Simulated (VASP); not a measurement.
Input of a VASP 6.6.1 run:

Contents of POSCAR:

```
MgO
1.0
    0.0000000000      2.1268522620      2.1268522620
    2.1268522620      0.0000000000      2.1268522620
    2.1268522620      2.1268522620      0.0000000000
Mg O
1 1
Direct
    0.0000000000      0.0000000000      0.0000000000
    0.5000000000      0.5000000000      0.5000000000
```

Contents of INCAR.step1:

```
ALGO     = Normal         # electronic algorithm
EDIFF    = 1E-4           # SCF threshold, eV
ENCUT    = 520            # plane-wave cutoff, eV
GGA      = PE             # functional
ISMEAR   = 0              # smearing method
LASPH    = True           # aspherical terms in the spheres
LCHARG   = False          # write CHGCAR
LREAL    = False          # projectors in reciprocal space
LWAVE    = True           # write WAVECAR
NBANDS   = 11             # bands
NELM     = 60             # most SCF steps
PREC     = Accurate       # precision mode
SIGMA    = 0.02           # smearing width, eV
```

The input INCAR.step2:

```
ALGO     = Normal         # electronic algorithm
EDIFF    = 1E-6           # SCF threshold, eV
ENCUT    = 520            # plane-wave cutoff, eV
ISIF     = 2              # what is computed and relaxed
ISMEAR   = 0              # smearing method
ISTART   = 1            
LASPH    = True           # aspherical terms in the spheres
LCHARG   = False          # write CHGCAR
LMIXTAU  = True         
LREAL    = False          # projectors in reciprocal space
LWAVE    = False          # write WAVECAR
METAGGA  = R2SCAN         # meta-GGA
NBANDS   = 11             # bands
NELM     = 60             # most SCF steps
PREC     = Accurate       # precision mode
SIGMA    = 0.02           # smearing width, eV
```

KPOINTS

```
k-points
0
Gamma
  10 10 10
```

Potentials or basis: VASP PAW PBE potentials, release 64 (Mg, O).

Command:

```sh
$ cat potpaw_PBE.64/Mg/POTCAR potpaw_PBE.64/O/POTCAR > POTCAR
$ cp INCAR.step1 INCAR
$ mpirun -np 1 vasp_std > vasp.out
$ cp INCAR.step2 INCAR
$ mpirun -np 1 vasp_std > vasp.out
```

Problem. What does it give for the band gap on the k mesh?

Solution. 5.31 eV, direct.

Problem. What does it give for the pressure?

Solution. -6.6 GPa.

Caveat: the PAW data sets were made with another functional, which shifts forces and pressure a little. r2SCAN opens gaps a little over a GGA but as a rule still falls short of measured ones.
